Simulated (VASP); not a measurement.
Runs of VASP 6.6.1 on BN. The structure is that of space group P6_3/mmc (No. 194), or close to it. The cells are those of the table. 

| cell | gap on the mesh (eV) | pressure (GPa) |
| --- | --- | --- |
| a = 2.644, b = 2.644, c = 6.298 Å, angles 90.0, 90.0, 120.0°, 4 atoms | 3.78 | -31.3 |
| a = 2.698, b = 2.698, c = 6.049 Å, angles 90.0, 90.0, 120.0°, 4 atoms | (b) | -40.6 |
| a = 2.464, b = 2.464, c = 7.251 Å, angles 90.0, 90.0, 120.0°, 4 atoms | 4.40 | 11.7 |
| a = 2.295, b = 2.295, c = 8.361 Å, angles 90.0, 90.0, 120.0°, 4 atoms | (c) | 73.0 |
| a = 2.575, b = 2.575, c = 6.640 Å, angles 90.0, 90.0, 120.0°, 4 atoms | (a) | -17.2 |

Alike in all rows: task single point; level PBEsol; potentials or basis VASP PAW PBE potentials, release 64 (B, N); no spin polarisation; k mesh 12 × 12 × 4; cutoff (eV) 520; smearing gaussian 0.05 eV.

Problem. Fill in the values left out.

Solution. (a) 4.01; (b) 3.66; (c) 3.98.

Caveats: the PAW data sets were made with another functional, which shifts forces and pressure a little; this functional lacks dispersion, which binds the layers, so the pressure and a relaxed spacing across them are unreliable.

A k mesh can miss the band edges.
